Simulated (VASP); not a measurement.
Write the native input for VASP 6.6.1 that does the following.

* Task: single point
* Functional: r2SCAN
* Potentials or basis: VASP PAW PBE potentials, release 64 (Sb, Al, Bi_d)
* Cutoff: 520 eV
* k mesh: 6 × 6 × 4
* Occupations: gaussian, width 0.01 eV
* Spin: no spin polarisation
* Dipole correction: no
* Further INCAR settings: ALGO = Normal; EDIFF = 1e-06; NBANDS = 21

Al2BiSb:

```xyz
4
Lattice="4.5220 0.0000 0.0000 0.0000 4.5220 0.0000 0.0000 0.0000 6.3842" Properties=species:S:1:pos:R:3 pbc="T T T"
Sb    0.0000    0.0000    0.0000
Al    0.0000    2.2610    4.8302
Al    2.2610    0.0000    1.5540
Bi    2.2610    2.2610    3.1921
```

This cell differs from its parent crystal: volume changed by +6%.

The input as run:

POSCAR

```
Al2BiSb
1.0
    4.5220406443      0.0000000000      0.0000000000
    0.0000000000      4.5220406443      0.0000000000
    0.0000000000      0.0000000000      6.3841685289
Sb Al Bi
1 2 1
Direct
    0.0000000000      0.0000000000      0.0000000000
    0.0000000000      0.5000000000      0.7565880019
    0.5000000000      0.0000000000      0.2434119981
    0.5000000000      0.5000000000      0.5000000000
```

INCAR.step1

```
PREC     = Accurate       # precision mode
ENCUT    = 520            # plane-wave cutoff, eV
ISMEAR   = 0              # smearing method
SIGMA    = 0.01           # smearing width, eV
LREAL    = F              # projectors in reciprocal space
LASPH    = T              # aspherical terms in the spheres
NELM     = 60             # most SCF steps
NBANDS   = 21             # bands
GGA      = PE             # functional
ALGO     = Normal         # electronic algorithm
EDIFF    = 1E-4           # SCF threshold, eV
LWAVE    = T              # write WAVECAR
LCHARG   = F              # write CHGCAR
```

INCAR.step2

```
PREC     = Accurate       # precision mode
ENCUT    = 520            # plane-wave cutoff, eV
EDIFF    = 1E-6           # SCF threshold, eV
ISMEAR   = 0              # smearing method
SIGMA    = 0.01           # smearing width, eV
LREAL    = F              # projectors in reciprocal space
LASPH    = T              # aspherical terms in the spheres
NELM     = 60             # most SCF steps
ALGO     = Normal         # electronic algorithm
ISIF     = 2              # what is computed and relaxed
LWAVE    = F              # write WAVECAR
LCHARG   = F              # write CHGCAR
METAGGA  = R2SCAN         # meta-GGA
LMIXTAU  = T            
NBANDS   = 21             # bands
ISTART   = 1
```

KPOINTS

```
Automatic mesh
0
Gamma
  6 6 4
```

Potentials or basis: VASP PAW PBE potentials, release 64 (Sb, Al, Bi_d).

The run is started by

```bash
$ cat potpaw_PBE.64/Sb/POTCAR potpaw_PBE.64/Al/POTCAR potpaw_PBE.64/Bi_d/POTCAR > POTCAR
$ cp INCAR.step1 INCAR
$ mpirun -np 1 vasp_std > vasp.out
$ cp INCAR.step2 INCAR
$ mpirun -np 1 vasp_std > vasp.out
```

Results of the run:

```json
{
  "Pressure": "-2.6 GPa",
  "Largest force": "0.022 eV/Å",
  "Band gap on the k mesh": "0.57 eV, direct"
}
```

Caveat: the PAW data sets were made with another functional, which shifts forces and pressure a little; spin-orbit coupling is left out, which moves the levels of the heavy elements.

It took 5.2 min on 1 thread of AMD EPYC 7R13 Processor (Zen 3) (shared host), peak memory 0.27 GiB.
